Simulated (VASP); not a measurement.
ZnPt, 2 atoms in the cell. Symmetry: P4/mmm, No. 123, tetragonal system. The conventional cell has a = 2.864 Å, b = 2.864 Å, c = 3.510 Å, α = 90.00°, β = 90.00°, γ = 90.00°. Within 3.5 Å of Zn (site symmetry 4/mmm) lie 8 Pt at 2.68 Å and 4 Zn at 2.86 Å. Pt (site symmetry 4/mmm) has 8 Zn at 2.68 Å and 4 Pt at 2.86 Å within 3.5 Å. 

* Program: VASP 6.6.1
* Task: single point
* Functional: PBEsol
* Potentials or basis: VASP PAW PBE potentials, release 64 (Zn, Pt)
* Cutoff: 520 eV
* k mesh: 6 × 6 × 5
* Occupations: fermi-dirac, width 0.15 eV
* Spin: no spin polarisation
* Dipole correction: no
* Further INCAR settings: ALGO = Normal; EDIFF = 1e-06; NBANDS = 18

Potentials or basis: VASP PAW PBE potentials, release 64 (Zn, Pt).

Command:

```bash
$ cat potpaw_PBE.64/Zn/POTCAR potpaw_PBE.64/Pt/POTCAR > POTCAR
$ mpirun -np 1 vasp_std > vasp.out
```

Hardware: 1 thread of AMD EPYC 7R43 64-Core Processor (Zen 3) (shared host).

Problem. How long does it take, and how much memory?

Solution. Wall time 19 s on 1 thread of AMD EPYC 7R43 64-Core Processor (Zen 3), on a shared host, peak memory 0.12 GiB. Counts: scf iterations 11, k points 30.
